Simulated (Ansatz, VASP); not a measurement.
**WS2: VASP beside Ansatz**

The input INCAR:

```
SYSTEM = WS2
  PREC = Accurate
  ENCUT = 520
  EDIFF = 1E-6
  ISMEAR = 0
  SIGMA = 0.05
  LREAL = .FALSE.
  LASPH = .TRUE.
  NELM = 100
  ALGO = Normal
  ISIF = 2
  LWAVE = .FALSE.
  LCHARG = .FALSE.
  GGA = PS
  IVDW = 12
  NBANDS = 20
```

KPOINTS

```
regular mesh
0
G
  12 12 2
  0 0 0
```

File POSCAR:

```
WS2
1.0
    3.1835163552      0.0000000000      0.0000000000
   -1.5917581776      2.7570060369      0.0000000000
    0.0000000000      0.0000000000     16.9505778900
W S
1 2
Direct
    0.3333333333      0.6666666667      0.0000000000
    0.6666666667      0.3333333333      0.9079994900
    0.6666666667      0.3333333333      0.0920005100
```

Input for Ansatz:

```yaml
crystal:
  lattice:
    - [3.1835163552, 0.0, 0.0]
    - [-1.5917581776, 2.7570060369, 0.0]
    - [0.0, 0.0, 16.95057789]
  atoms:
    - { symbol: W, position: [0.3333333333, 0.6666666667, 0.0] }
    - { symbol: S, position: [0.6666666667, 0.3333333333, 0.90799949] }
    - { symbol: S, position: [0.6666666667, 0.3333333333, 0.09200051] }
basis:
  ecutwfc: 420
kpoints:
  mp_grid: { grid: [12, 12, 2] }
hamiltonian:
  xc: pbesol
  dispersion: d3bj
scf:
  occupations: { method: gaussian, width: 0.05 }
output:
  forces: true
  stress: true
  eigenvalues: true
```

Alike in both runs: task single point; functional PBEsol; dispersion D3(BJ); k mesh 12 × 12 × 2; occupations gaussian, width 0.05 eV; no spin polarisation.

```csv
,VASP,Ansatz
version,VASP 6.6.1,Ansatz 0.2.0
potentials or method,"VASP PAW PBE potentials, release 64 (W_sv, S), cutoff 520 eV","scalar-relativistic, plane waves, PAW"
valence electrons in the cell,26,26
```

|  | VASP | Ansatz | Ansatz less VASP |
| --- | --- | --- | --- |
| gap on the k mesh at the Fermi level (eV) | 1.79 | 1.77 | -0.013 |
| least direct gap on the mesh (eV) | 1.79 | 1.78 | -0.004 |
| rms of the force components (eV/Å) | 0.072 | 0.083 | +0.0103 |

VASP's potentials were made for PBE, not for PBEsol. Atom by atom the forces differ by 0.010 eV/Å (rms over components).

Neither program's run includes spin-orbit coupling.
